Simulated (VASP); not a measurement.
Set up this calculation in VASP 6.6.1, as the native input.

| Property | Result |
| --- | --- |
| Task | single point |
| Functional | PBE |
| Potentials or basis | VASP PAW PBE potentials, release 64 (Co) |
| Cutoff | 520 eV |
| k mesh | 12 × 12 × 12 |
| Occupations | fermi-dirac, width 0.05 eV |
| Spin | collinear spin, ferromagnetic start |
| Starting moments | [1.745, 1.745] μB |
| Dipole correction | no |
| Further INCAR settings | ALGO = Normal; EDIFF = 1e-06; NBANDS = 20 |

The structure of Co lies in POSCAR:

```
Co
1.0
    0.0000000000      2.5723416492      2.5723416492
    2.5723416492      0.0000000000      2.5723416492
    2.5723416492      2.5723416492      0.0000000000
Co
2
Direct
    0.1250000000      0.1250000000      0.1250000000
    0.8750000000      0.8750000000      0.8750000000
```

This isn't the form of Co at room conditions, which is hcp.

These files were run (other wordings do the same):

INCAR

```
PREC     = Accurate       # precision mode
ENCUT    = 520            # plane-wave cutoff, eV
EDIFF    = 1E-6           # SCF threshold, eV
ISMEAR   = -1             # smearing method
SIGMA    = 0.05           # smearing width, eV
LREAL    = False          # projectors in reciprocal space
LASPH    = True           # aspherical terms in the spheres
NELM     = 150            # most SCF steps
ALGO     = Normal         # electronic algorithm
ISIF     = 2              # what is computed and relaxed
LWAVE    = False          # write WAVECAR
LCHARG   = True           # write CHGCAR
ISPIN    = 2              # spin polarisation
MAGMOM   = 1.745 1.745    # initial moments
LORBIT   = 11             # projections on sites
LMAXMIX  = 4              # l up to which the mixer works
GGA      = PE             # functional
LELF     = True           # ELF
LVHAR    = True         
NBANDS   = 20             # bands
```

KPOINTS

```
regular mesh
0
Gamma
  12 12 12
```

Potentials or basis: VASP PAW PBE potentials, release 64 (Co).

Run with:

```sh
$ cat potpaw_PBE.64/Co/POTCAR > POTCAR
$ mpirun -np 1 vasp_std > vasp.out
```

Results of the run:

```json
{
 "Pressure": "-4.1 GPa",
 "Net moment": "3.47 μB per cell",
 "Site moments": "Co +1.74 μB",
 "Valence electrons inside the program's atomic spheres": "Co 8.14"
}
```

Caveat: the cell stands under tension.

Wall time 110 s on 1 thread of Intel(R) Xeon(R) 6975P-C (Granite Rapids), on a shared host, peak memory 0.21 GiB.
